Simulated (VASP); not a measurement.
# CO2 (P4_2/mnm) in VASP: a series of runs, part 2 of 2

VASP 6.6.1.

**3. Single point, PBE**

The input, INCAR:

```
ALGO = Normal
EDIFF = 1E-7
ENCUT = 520
GGA = PE
ISIF = 2
ISMEAR = -1
LASPH = T
LCHARG = F
LREAL = F
LWAVE = F
NBANDS = 25
NELM = 60
PREC = Accurate
SIGMA = 0.001
```

The input, KPOINTS:

```
k-points
0
Gamma
  6 6 6
```

The input, POSCAR:

```
CO2
1.0
    3.5353358103      0.0000000000      0.0000000000
    0.0000000000      3.5353358103      0.0000000000
    0.0000000000      0.0000000000      4.0597589232
C O
2 4
Direct
    0.0000000000      0.0000000000      0.0000000000
    0.5000000000      0.5000000000      0.5000000000
    0.2316650310      0.2316650310      0.0000000000
    0.2683349690      0.7316650310      0.5000000000
    0.7683349690      0.7683349690      0.0000000000
    0.7316650310      0.2683349690      0.5000000000
```

Potentials or basis: VASP PAW PBE potentials, release 64 (C, O).

On the command line:

```
cat potpaw_PBE.64/C/POTCAR potpaw_PBE.64/O/POTCAR > POTCAR
mpirun -np 1 vasp_std > vasp.out
```

OUTCAR:

```text
EDIFF = 1E-7
   ENCUT = 520
   GGA = PE
   ISIF = 2
   ISMEAR = -1
   LASPH = T
   LREAL = F
   NELM = 60
   PREC = Accurate

 ion  position               nearest neighbor table
   1  0.000  0.000  0.000-   3 1.16   5 1.16
   2  0.500  0.500  0.500-   4 1.16   6 1.16
   3  0.232  0.232  0.000-   1 1.16
   4  0.268  0.732  0.500-   2 1.16
   5  0.768  0.768  0.000-   1 1.16
   6  0.732  0.268  0.500-   2 1.16

  LATTYP: Found a simple tetragonal cell.
 ALAT       =     3.5353358103
 C/A-ratio  =     1.1483375671

  Lattice vectors:

 A1 = (   3.5353358103,   0.0000000000,   0.0000000000)
 A2 = (   0.0000000000,   3.5353358103,   0.0000000000)
 A3 = (   0.0000000000,   0.0000000000,   4.0597589232)

Analysis of symmetry for initial positions (statically):
=====================================================================
 Subroutine PRICEL returns:
 Original cell was already a primitive cell.

[... 178 lines left out ...]

 E-fermi :   1.5940     XC(G=0): -10.8313

 val. band max:        1.4818448702   @ k =   0.5000   0.5000   0.5000
 cond. band min:       7.0484818336   @ k =   0.0000   0.0000   0.0000
 fundamental gap:      5.5666369635
 Fermi energy:         1.5939757001

 k-point     1 :       0.0000    0.0000    0.0000
  band No.  band energies     occupation
      1     -21.2889      2.00000
      2     -19.9012      2.00000
      3     -19.0915      2.00000
      4     -19.0915      2.00000
      5      -6.0727      2.00000
      6      -5.9828      2.00000
[... 661 lines left out ...]
     24      18.3736      0.00000
     25      19.0870      0.00000

 [... further k-points ...]

------------------------ aborting loop because EDIFF is reached ----------------------------------------

  FORCE on cell =-STRESS in cart. coord.  units (eV):
  Direction    XX          YY          ZZ          XY          YZ          ZX
  --------------------------------------------------------------------------------------
  -------------------------------------------------------------------------------------
  Total       10.5583537     10.5583537      8.9083016      0.0000000      0.0000000      0.0000000
  in kB      333.3843413    333.3843413    281.2832703      0.0000000      0.0000000      0.0000000
  external PRESSURE =     316.0173176 kB  Pullay stress =       0.0000000 kB

 VOLUME and BASIS-vectors are now :
 -----------------------------------------------------------------------------
  energy-cutoff  :      520.00
  volume of cell :       50.74
      direct lattice vectors                 reciprocal lattice vectors
     3.535335810  0.000000000  0.000000000     0.282858561  0.000000000  0.000000000
     0.000000000  3.535335810  0.000000000     0.000000000  0.282858561  0.000000000
     0.000000000  0.000000000  4.059758923     0.000000000  0.000000000  0.246320045

 POSITION                                       TOTAL-FORCE (eV/Angst)
 -----------------------------------------------------------------------------------
      0.00000      0.00000      0.00000         0.000000      0.000000      0.000000
      1.76767      1.76767      2.02988         0.000000      0.000000      0.000000
      0.81901      0.81901      0.00000         0.484795      0.484795      0.000000
      0.94865      2.58668      2.02988        -0.484795      0.484795      0.000000
      2.71632      2.71632      0.00000        -0.484795     -0.484795      0.000000
      2.58668      0.94865      2.02988         0.484795     -0.484795      0.000000
 -----------------------------------------------------------------------------------
    total drift:                                0.000000      0.000000      0.000000

  FREE ENERGIE OF THE ION-ELECTRON SYSTEM (eV)
  ---------------------------------------------------
  free  energy   TOTEN  =       -43.9114513511 eV

  energy  without entropy=      -43.9114513511  energy(sigma->0) =      -43.91145135
```

OSZICAR:

```text
N       E                     dE             d eps       ncg     rms          rms(c)
DAV:   1     0.139729883996E+03    0.13973E+03   -0.18420E+04  2000   0.125E+03
DAV:   2    -0.400153749315E+02   -0.17975E+03   -0.16956E+03  2609   0.287E+02
DAV:   3    -0.470937636269E+02   -0.70784E+01   -0.70372E+01  2336   0.554E+01
DAV:   4    -0.471378181538E+02   -0.44055E-01   -0.44043E-01  2586   0.507E+00
DAV:   5    -0.471382422926E+02   -0.42414E-03   -0.42411E-03  2398   0.484E-01    0.140E+01
DAV:   6    -0.441684580061E+02    0.29698E+01   -0.68031E+00  2413   0.198E+01    0.623E+00
DAV:   7    -0.439639642473E+02    0.20449E+00   -0.44406E-01  2241   0.479E+00    0.341E+00
DAV:   8    -0.439154937880E+02    0.48470E-01   -0.25339E-01  2410   0.336E+00    0.825E-01
DAV:   9    -0.439111332058E+02    0.43606E-02   -0.16770E-02  2324   0.996E-01    0.336E-01
DAV:  10    -0.439113671186E+02   -0.23391E-03   -0.31496E-03  2403   0.388E-01    0.498E-02
DAV:  11    -0.439114374319E+02   -0.70313E-04   -0.76077E-05  2255   0.714E-02    0.174E-02
DAV:  12    -0.439114508874E+02   -0.13456E-04   -0.15295E-05  2479   0.299E-02    0.303E-03
DAV:  13    -0.439114513969E+02   -0.50950E-06   -0.48677E-07  2361   0.476E-03    0.108E-03
DAV:  14    -0.439114513511E+02    0.45757E-07   -0.52569E-08  1673   0.195E-03
   1 F= -.43911451E+02 E0= -.43911451E+02  d E =0.000000E+00
```

stdout:

```text
POSCAR found type information on POSCAR C O
 POSCAR found :  2 types and       6 ions
 scaLAPACK will be used
 LDA part: xc-table for (Slater+PW92), standard interpolation
 POSCAR, INCAR and KPOINTS ok, starting setup
 FFT: planning ... GRIDC
 FFT: planning ... GRID_SOFT
 FFT: planning ... GRID
 WAVECAR not read
 entering main loop
```

Wall time 63 s (1 thread of Intel Xeon 8259CL, shared host); peak memory 0.18 GiB.

Results:

| Item | Value |
| --- | --- |
| Free energy | -43.9115 eV |
| Pressure | 31.6 GPa |
| Largest force | 0.686 eV/Å |
| Band gap on the k mesh | 5.57 eV (least direct gap 6.35 eV) |

Forces on the atoms (eV/Å):
```
C    0.000  0.000  0.000
C    0.000  0.000  0.000
O    0.485  0.485  0.000
O   -0.485  0.485  0.000
O   -0.485 -0.485  0.000
O    0.485 -0.485  0.000
```

Stress tensor (GPa, compression positive):
```
33.34  0.00  0.00
 0.00 33.34  0.00
 0.00  0.00 28.13
```

Levels at points of the mesh, in eV from the valence-band top:
```csv
k point,band 13,band 14,band 15,band 16,band 17,band 18,band 19,band 20
"(0.00, 0.00, 0.00)",-3.19,-1.83,-1.41,-1.41,5.57,6.34,6.34,7.11
"(0.50, 0.00, 0.00)",-1.69,-1.69,-1.17,-1.17,7.38,7.38,7.49,7.49
"(0.50, 0.50, 0.00)",-2.06,-2.06,-0.01,-0.01,7.71,7.71,8.05,8.05
"(0.00, 0.00, 0.50)",-2.91,-2.91,-1.29,-1.29,6.90,6.90,7.21,7.21
"(0.50, 0.00, 0.50)",-2.67,-2.67,-0.85,-0.85,7.00,7.00,8.20,8.20
"(0.50, 0.50, 0.50)",-1.16,-1.16,0.00,0.00,6.35,6.35,8.04,8.04
```

Caveat: the cell stands under pressure; this functional lacks dispersion, which holds the molecules together, so the pressure and a relaxed volume are unreliable. A k mesh can miss the band edges.

**4. Relaxation of shape and atoms at fixed volume, PBE**

The input, INCAR:

```
SYSTEM = CO2
PREC = Accurate
ENCUT = 600
EDIFF = 1E-6
ISMEAR = 0
SIGMA = 0.05
LREAL = .FALSE.
LASPH = .TRUE.
NELM = 80
ALGO = Normal
ISIF = 4
LWAVE = .FALSE.
LCHARG = .FALSE.
GGA = PE
IBRION = 2
NSW = 60
EDIFFG = -0.015
```

The input, KPOINTS:

```
regular mesh
0
G
  6 6 6
  0 0 0
```

The input, POSCAR:

```
CO2
1.0
    3.5161001505      0.0000000000      0.0000000000
    0.0000000000      3.5161001505      0.0000000000
    0.0000000000      0.0000000000      4.1043001756
C O
2 4
Direct
    0.0000000000      0.0000000000      0.0000000000
    0.5000000000      0.5000000000      0.5000000000
    0.2300000000      0.2300000000      0.0000000000
    0.2700000000      0.7300000000      0.5000000000
    0.7700000000      0.7700000000      0.0000000000
    0.7300000000      0.2700000000      0.5000000000
```

On the command line:

```
cat potpaw_PBE.64/C/POTCAR potpaw_PBE.64/O/POTCAR > POTCAR
mpirun -np 1 vasp_std > vasp.out
```

It took 4.5 min on 1 thread of Intel Xeon 8259CL, shared host; peak memory 0.19 GiB.

It converged, with:

* Free energy: -43.9410 eV
* Energy gained by relaxing: 16.4 meV/atom
* Ionic steps: 8
* Pressure after relaxing: 28.2 GPa
* Band gap on the k mesh: 5.46 eV (least direct gap 6.26 eV)

Stress tensor (GPa, compression positive):
```
28.09  0.00  0.00
 0.00 28.09  0.00
 0.00  0.00 28.51
```

Step by step:
```csv
step,energy change (eV),largest force (eV/Å),pressure (GPa),volume (Å³)
1,0.0000,2.4038,38.88,50.74
2,2.1343,8.3161,-12.28,50.74
3,-0.0967,0.2025,27.42,50.74
4,-0.0973,0.0430,28.08,50.74
5,-0.0973,0.0010,28.28,50.74
6,-0.0977,0.0008,28.27,50.74
7,-0.0986,0.0002,28.24,50.74
8,-0.0986,0.0014,28.23,50.74
```

Final structure:
```
CELL_PARAMETERS angstrom
3.54678 0.00000 0.00000
0.00000 3.54678 0.00000
0.00000 0.00000 4.03360
ATOMIC_POSITIONS crystal
C 0.00000 0.00000 0.00000
C 0.50000 0.50000 0.50000
O 0.23209 0.23209 0.00000
O 0.26791 0.73209 0.50000
O 0.76791 0.76791 0.00000
O 0.73209 0.26791 0.50000
```

Levels at points of the mesh, in eV from the valence-band top:
```tsv
k point	band 12	band 13	band 14	band 15	band 16	band 17	band 18	band 19	band 20
(0.00, 0.00, 0.00)	-3.40	-3.08	-1.76	-1.40	-1.40	5.46	6.27	6.27	7.04
(0.50, 0.00, 0.00)	-4.11	-1.67	-1.67	-1.13	-1.13	7.29	7.29	7.40	7.40
(0.50, 0.50, 0.00)	-4.49	-2.04	-2.04	-0.01	-0.01	7.65	7.65	7.94	7.94
(0.00, 0.00, 0.50)	-4.21	-2.88	-2.88	-1.28	-1.28	6.85	6.85	7.14	7.14
(0.50, 0.00, 0.50)	-3.58	-2.66	-2.66	-0.82	-0.82	6.89	6.89	8.13	8.13
(0.50, 0.50, 0.50)	-3.68	-1.11	-1.11	0.00	0.00	6.26	6.26	7.93	7.93
```

Caveat: this functional lacks dispersion, which holds the molecules together, so the pressure and a relaxed volume are unreliable. Expect the measured gap to be larger: semilocal functionals such as PBE lack the derivative discontinuity.

**5. The runs side by side**

```tsv
task	cell	cutoff (eV)	smearing	gap on the mesh (eV)	pressure (GPa)	largest force (eV/Å)
single point	a = 3.535, b = 3.535, c = 4.060 Å, 6 atoms	520	gaussian 0.05 eV	5.57	31.6	0.69
single point	a = 3.535, b = 3.535, c = 4.060 Å, 6 atoms	520	fermi-dirac 0.001 eV	5.57	31.6	0.69
relaxation of shape and atoms at fixed volume	relaxed from a = 3.516, b = 3.516, c = 4.104 Å, 6 atoms	600	gaussian 0.05 eV	5.46	28.2	-
```

Alike in all rows: level PBE; potentials or basis VASP PAW PBE potentials, release 64 (C, O); no spin polarisation; k mesh 6 × 6 × 6.

Caveats: this functional lacks dispersion, which holds the molecules together, so the pressure and a relaxed volume are unreliable; the cell stands under pressure (at least some runs).

Total energies depend on the potentials used, so only differences within one code and one set of settings carry meaning.
